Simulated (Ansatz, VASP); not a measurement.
## Al2Pt in VASP and in Ansatz

```
Al Pt
1.0
     0.00000    2.92631    2.92631
     2.92631    0.00000    2.92631
     2.92631    2.92631    0.00000
Al Pt
2 1
Cartesian
  1.4632 1.4632 1.4632
  4.3895 4.3895 4.3895
  0.0000 0.0000 0.0000
```

Alike in both runs: functional LDA; k mesh 9 × 9 × 9; occupations fermi-dirac, width 0.1 eV; no spin polarisation.

Ansatz relaxed the structure, and its values are those at the end. VASP's run is a single point on that final structure, the one shown.

```csv
,VASP,Ansatz
version,VASP 6.6.1,Ansatz 0.2.0
potentials or method,"VASP PAW LDA potentials, release 64 (Al, Pt), cutoff 520 eV",PAW plane waves
valence electrons in the cell,16,24
```

```csv
,VASP,Ansatz,Ansatz less VASP
gap on the k mesh at the Fermi level (eV),none,none,-
pressure (GPa),0.4,0.0,-0.44
```

Ansatz warns that its potentials were made for another functional, while VASP's fit it. LDA's correlation is that of Perdew and Zunger in VASP and of Perdew and Wang (1992) in Ansatz. A gap of «none» marks a metal or a gap that the smearing closes. VASP's potentials hold 16 valence electrons a cell and Ansatz's 24, so a difference there can come from the potentials and not from the codes.

Neither program's run includes spin-orbit coupling.
